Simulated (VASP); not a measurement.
Here is a VASP 6.6.1 calculation.

The input INCAR:

```
PREC = Accurate
ENCUT = 520
EDIFF = 1E-6
ISMEAR = 0
SIGMA = 0.05
LREAL = False
LASPH = True
NELM = 100
ALGO = Normal
ISIF = 2
LWAVE = False
LCHARG = False
GGA = PE
NBANDS = 30
```

KPOINTS

```
Automatic mesh
0
Gamma
  4 4 6
```

The input POSCAR:

```
CsPbI2Br
1.0
    6.3752960000      0.0000000000      0.0000000000
    0.0000000000      6.3752960000      0.0000000000
    0.0000000000      0.0000000000      5.9622200000
Cs Pb I Br
1 1 2 1
Direct
    0.5000000000      0.5000000000      0.5000000000
    0.0000000000      0.0000000000      0.0000000000
    0.0000000000      0.5000000000      0.0733787079
    0.5000000000      0.0000000000      0.0733787079
    0.0000000000      0.0000000000      0.5000000000
```

Potentials or basis: VASP PAW PBE potentials, release 64 (Cs_sv, Pb_d, I, Br).

The run is started by

```bash
$ cat potpaw_PBE.64/Cs_sv/POTCAR potpaw_PBE.64/Pb_d/POTCAR potpaw_PBE.64/I/POTCAR potpaw_PBE.64/Br/POTCAR > POTCAR
$ mpirun -np 1 vasp_std > vasp.out
```

Task: What does it give for the band gap on the k mesh?

Result: 1.93 eV.

Task: Predict the largest force.

Result: 0.212 eV/Å.

Forces in eV/Å, atoms in the order of the input:
```
Cs   0.000  0.000  0.035
Pb   0.000  0.000 -0.004
I    0.000  0.000 -0.122
I    0.000  0.000 -0.122
Br   0.000  0.000  0.212
```

Caveat: the cell differs from its parent crystal (all I atoms moved +0.438 Å, as atom 3 along Cartesian [0 0 1]); spin-orbit coupling is left out, which moves the levels of the heavy elements. A k mesh can miss the band edges.
